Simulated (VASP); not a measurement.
Set up this calculation in VASP 6.6.1, as the native input.

```yaml
Task: single point
Functional: LDA
Potentials_or_basis: VASP PAW LDA potentials, release 64 (S, Mg)
Cutoff: 520 eV
k_mesh: 8 × 8 × 8
Occupations: fermi-dirac, width 0.05 eV
Spin: no spin polarisation
Dipole_correction: no
Further_INCAR_settings: ALGO = Normal; EDIFF = 1e-06; NBANDS = 11
```

The structure of MgS lies in POSCAR:

```
MgS
1.0
    0.0000000000      2.8331200468      2.8331200468
    2.8331200468      0.0000000000      2.8331200468
    2.8331200468      2.8331200468      0.0000000000
S Mg
1 1
Direct
    0.2500000000      0.2500000000      0.2500000000
    0.0000000000      0.0000000000      0.0000000000
```

One way to write it, as run:

INCAR

```
SYSTEM = MgS
PREC     = Accurate       ! precision mode
ENCUT    = 520            ! plane-wave cutoff, eV
EDIFF    = 1E-6           ! SCF threshold, eV
ISMEAR   = -1             ! smearing method
SIGMA    = 0.05           ! smearing width, eV
LREAL    = .False.        ! projectors in reciprocal space
LASPH    = .True.         ! aspherical terms in the spheres
NELM     = 60             ! most SCF steps
ALGO     = Normal         ! electronic algorithm
ISIF     = 2              ! what is computed and relaxed
LWAVE    = .False.        ! write WAVECAR
LCHARG   = .False.        ! write CHGCAR
NBANDS   = 11             ! bands
```

KPOINTS

```
regular mesh
0
Gamma
  8 8 8
  0 0 0
```

Potentials or basis: VASP PAW LDA potentials, release 64 (S, Mg).

The run is started by

```sh
$ cat potpaw_LDA.64/S/POTCAR potpaw_LDA.64/Mg/POTCAR > POTCAR
$ mpirun -np 1 vasp_std > vasp.out
```

Results of the run:

| Item | Value |
| --- | --- |
| Pressure | -2.5 GPa |
| Band gap on the k mesh | 3.18 eV, direct |

Wall time 9 s on 1 thread of Intel(R) Xeon(R) 6975P-C (Granite Rapids) (shared host), peak memory 0.15 GiB.
